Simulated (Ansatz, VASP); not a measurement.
**One calculation of KZrN, two programs**

```
K Zr N
1.0
     3.64111    0.00000    0.00000
    -1.82056    3.15329    0.00000
     0.00000    0.00000    6.66582
K Zr N
1 1 1
Direct
  0.00000 0.00000 0.00000
  0.33333 0.66667 0.50000
  0.66667 0.33333 0.50000
```

Change from the starting cell: species swapped into the SrCuSi type (P-6m2, No. 187).

Alike in both runs: functional PBE; k mesh 12 × 12 × 8; occupations gaussian, width 0.1 eV; no spin polarisation.

Ansatz relaxed the structure, and its values are those at the end. VASP's run is a single point on that final structure, the one shown.

```csv
,VASP,Ansatz
version,VASP 6.6.1,Ansatz 0.2.0
potentials or method,"VASP PAW PBE potentials, release 64 (K_sv, Zr_sv, N), cutoff 520 eV","scalar-relativistic, plane waves, PAW"
valence electrons in the cell,26,26
```

|  | VASP | Ansatz | Ansatz less VASP |
| --- | --- | --- | --- |
| gap on the k mesh at the Fermi level (eV) | none | none | - |
| pressure (GPa) | 0.1 | 0.0 | -0.06 |

A gap of «none» marks a metal or a gap that the smearing closes.
